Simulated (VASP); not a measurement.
# Hf (P6_3/mmc) in VASP: a series of runs, part 2 of 2

VASP 6.6.1. The steps go on from the part before.

### 3 Single point, PBEsol

This run uses another cell than the first one, of the same volume but with other edges.

INCAR reads:

```
ALGO = Fast
EDIFF = 1E-6
ENCUT = 520
GGA = PS
ISIF = 2
ISMEAR = 0
LASPH = T
LCHARG = T
LELF = T
LREAL = F
LVHAR = T
LWAVE = F
NBANDS = 17
NELM = 80
PREC = Accurate
SIGMA = 0.15
```

KPOINTS reads:

```
k-points
0
Gamma
  18 18 10
```

POSCAR reads:

```
Hf
1.0
    3.3972891043      0.0000000000      0.0000000000
   -1.6986445521      2.9421386683      0.0000000000
    0.0000000000      0.0000000000      4.2467908178
Hf
2
Direct
    0.3333333333      0.6666666667      0.2500000000
    0.6666666667      0.3333333333      0.7500000000
```

Potentials or basis: VASP PAW PBE potentials, release 64 (Hf_pv).

Run with:

```sh
$ cat potpaw_PBE.64/Hf_pv/POTCAR > POTCAR
$ mpirun -np 1 vasp_std > vasp.out
```

OUTCAR:

```text
EDIFF = 1E-6
   ENCUT = 520
   GGA = PS
   ISIF = 2
   ISMEAR = 0
   LASPH = T
   LREAL = F
   NELM = 80
   PREC = Accurate

 ion  position               nearest neighbor table
   1  0.333  0.667  0.250-   2 2.89   2 2.89   2 2.89   2 2.89   2 2.89   2 2.89
   2  0.667  0.333  0.750-   1 2.89   1 2.89   1 2.89   1 2.89   1 2.89   1 2.89

  LATTYP: Found a hexagonal cell.
 ALAT       =     3.3972891043
 C/A-ratio  =     1.2500528178

  Lattice vectors:

 A1 = (   3.3972891043,   0.0000000000,   0.0000000000)
 A2 = (  -1.6986445521,   2.9421386683,   0.0000000000)
 A3 = (   0.0000000000,   0.0000000000,   4.2467908178)

Analysis of symmetry for initial positions (statically):
=====================================================================
 Subroutine PRICEL returns:
 Original cell was already a primitive cell.

 Routine SETGRP: Setting up the symmetry group for a
 hexagonal supercell.

 Subroutine GETGRP returns: Found 24 space group operations
 (whereof 12 operations were pure point group operations)
 out of a pool of 24 trial point group operations.

The static configuration has the point symmetry D_3d.
 The point group associated with its full space group is D_6h.

Analysis of symmetry for dynamics (positions and initial velocities):
=====================================================================
 Subroutine PRICEL returns:
 Original cell was already a primitive cell.

 Routine SETGRP: Setting up the symmetry group for a
 hexagonal supercell.

 Subroutine GETGRP returns: Found 24 space group operations
 (whereof 12 operations were pure point group operations)
 out of a pool of 24 trial point group operations.

The dynamic configuration has the point symmetry D_3d.
[... 109 lines left out ...]
   TEBEG  =    0.0;   TEEND  =   0.0 temperature during run
   PSTRESS=    0.0 pullay stress
   NELECT =      20.0000    total number of electrons
   NUPDOWN=      -1.0000    fix difference up-down
   EMIN   =  10.00;   EMAX   =-10.00  energy-range for DOS
   EFERMI =   0.00;   METHOD = LEGACY
   ISMEAR =     0;   SIGMA  =   0.15  broadening in eV -4-tet -1-fermi 0-gaus
   EFERMI_NEDOS =   21; number of points for ismear=-14 and -15
   IALGO  =     68    algorithm
   IMIX   =      4    mixing-type and parameters
     AMIX     =   0.40;   BMIX     =  1.00
     AMIX_MAG =   1.60;   BMIX_MAG =  1.00
  volume/ion in A,a.u.               =      21.22       143.23
  Fermi-wavevector in a.u.,A,eV,Ry     =   1.273892  2.407307 22.079551  1.622801
  Thomas-Fermi vector in A             =   2.406690
   LORBIT       =      0    0 simple, 1 ext, 2 COOP (PROOUT), +10 PAW based schemes
   GGA     = PS    functional components
   LHFCALC =     F    Hartree Fock is set to
   AEXX    =    0.0000 exact exchange contribution
   IVDW    =     0    specifies the selected vdW correction
   LEPSILON=     F    determine dielectric tensor
   LRPA    =     F    only Hartree local field effects (RPA)
 non-spin polarized calculation
 RMM-DIIS sequential band-by-band and
 Gauss-broadening in eV      SIGMA  =   0.15
  energy-cutoff  :      520.00
  volume of cell :       42.45
 maximum number of plane-waves:      1162
 NGX is ok and might be reduce to    28

 number of electron      19.9999997 magnetization

 Free energy of the ion-electron system (eV)
  ---------------------------------------------------
  ext. energy  EPLUGINS =         0.00000000
  ---------------------------------------------------
  free energy    TOTEN  =       -20.46234280 eV

  energy without entropy =      -20.44177131  energy(sigma->0) =      -20.45205705

 E-fermi :   4.9243     XC(G=0): -11.6061

 val. band max:        4.9215460764   @ k =   0.0556   0.0556   0.1000
 cond. band min:       4.9353953544   @ k =   0.3333   0.0000   0.1000
 fundamental gap:      0.0138492779
 Fermi energy:         4.9242639155

 k-point     1 :       0.0000    0.0000    0.0000
  band No.  band energies     occupation
      1     -26.1446      2.00000
      2     -25.3676      2.00000
      3     -25.3676      2.00000
      4     -24.9465      2.00000
      5     -24.9465      2.00000
      6     -24.7336      2.00000
[... 457 lines left out ...]
      4     -25.2940      2.00000
      5     -25.1915      2.00000
      6     -24.9387      2.00000
[... 9 lines left out ...]
     16      10.7821      0.00000
     17      11.6206      0.00000

 [... further k-points ...]
[... 5 lines left out ...]
  --------------------------------------------------------------------------------------
  -------------------------------------------------------------------------------------
  Total       -0.8264820     -0.8264820      4.8033523     -0.0000000      0.0000000     -0.0000000
  in kB      -31.1951792    -31.1951792    181.3002950     -0.0000000      0.0000000     -0.0000000
  external PRESSURE =      39.6366455 kB  Pullay stress =       0.0000000 kB

 VOLUME and BASIS-vectors are now :
 -----------------------------------------------------------------------------
  energy-cutoff  :      520.00
  volume of cell :       42.45
      direct lattice vectors                 reciprocal lattice vectors
     3.397289104  0.000000000  0.000000000     0.294352341  0.169944403  0.000000000
    -1.698644552  2.942138668  0.000000000     0.000000000  0.339888806  0.000000000
     0.000000000  0.000000000  4.246790818     0.000000000  0.000000000  0.235471923

 POSITION                                       TOTAL-FORCE (eV/Angst)
 -----------------------------------------------------------------------------------
     -0.00000      1.96143      1.06170         0.000000      0.000000      0.000000
      1.69864      0.98071      3.18509         0.000000     -0.000000      0.000000
 -----------------------------------------------------------------------------------
    total drift:                                0.000000     -0.000000      0.000000

  FREE ENERGIE OF THE ION-ELECTRON SYSTEM (eV)
  ---------------------------------------------------
  free  energy   TOTEN  =       -20.4623427952 eV

  energy  without entropy=      -20.4417713139  energy(sigma->0) =      -20.45205705
```

It took 2.2 min on 1 thread of Intel Xeon Platinum 8375C at 2.90GHz (Ice Lake), shared host; peak memory 0.26 GiB.

Results:

```
Free energy            : -20.4623 eV
Pressure               : 4.0 GPa
Band gap on the k mesh : zero (band 10 reaches 5.87 eV, above the bottom of band 11 at 4.58 eV)
```

Stress tensor (GPa, compression positive):
```
-3.12  0.00  0.00
 0.00 -3.12  0.00
 0.00  0.00 18.13
```

Levels at points of the mesh, in eV from the Fermi level:
```tsv
k point	band 6	band 7	band 8	band 9	band 10	band 11	band 12	band 13	band 14	band 15
(0.00, 0.00, 0.00)	-29.66	-7.31	-3.49	0.68	0.68	1.24	1.24	2.25	2.25	3.59
(0.50, 0.00, 0.00)	-29.84	-3.55	-3.00	-1.54	-1.29	-0.34	2.69	3.32	4.53	5.93
(0.00, 0.00, 0.50)	-30.08	-4.48	-4.48	-0.06	-0.06	-0.06	-0.06	1.67	1.67	5.85
(0.50, 0.00, 0.50)	-29.83	-3.22	-3.22	-0.13	-0.13	1.70	1.70	1.88	1.88	5.45
```

Caveat: the cell differs from its parent crystal (strain +e along x and -e along y +0.0000, strain +e along z and -e/2 along x and y -0.1500); the PAW data sets were made with another functional, which shifts forces and pressure a little; spin-orbit coupling is left out, which moves the levels of the heavy elements.
